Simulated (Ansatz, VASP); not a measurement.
CaSe in VASP and in Ansatz

```
Ca Se
1.0
     0.00000    3.34521    3.21140
     3.34521    0.00000    3.21140
     3.34521    3.34521    0.00000
Ca Se
1 1
Direct
  0.00000 0.00000 0.00000
  0.75000 0.75000 0.75000
```

Alike in both runs: task single point; functional LDA; k mesh 8 × 8 × 8; occupations gaussian, width 0.05 eV; no spin polarisation.

|  | VASP | Ansatz |
| --- | --- | --- |
| version | VASP 6.6.1 | Ansatz 0.2.0 |
| potentials or method | VASP PAW LDA potentials, release 64 (Ca_sv, Se), cutoff 520 eV | scalar-relativistic, plane waves, PAW |
| valence electrons in the cell | 16 | 26 |

|  | VASP | Ansatz | Ansatz less VASP |
| --- | --- | --- | --- |
| gap on the k mesh at the Fermi level (eV) | 2.85 | 2.83 | -0.015 |
| least direct gap on the mesh (eV) | 2.95 | 2.93 | -0.016 |
| pressure (GPa) | -2.6 | -2.7 | -0.13 |
| traceless stress, the component that is largest in VASP (GPa) | 0.18 | 0.19 | +0.008 |

LDA's correlation is that of Perdew and Zunger in VASP and of Perdew and Wang (1992) in Ansatz. VASP's potentials hold 16 valence electrons a cell and Ansatz's 26, so a difference there can come from the potentials and not from the codes.
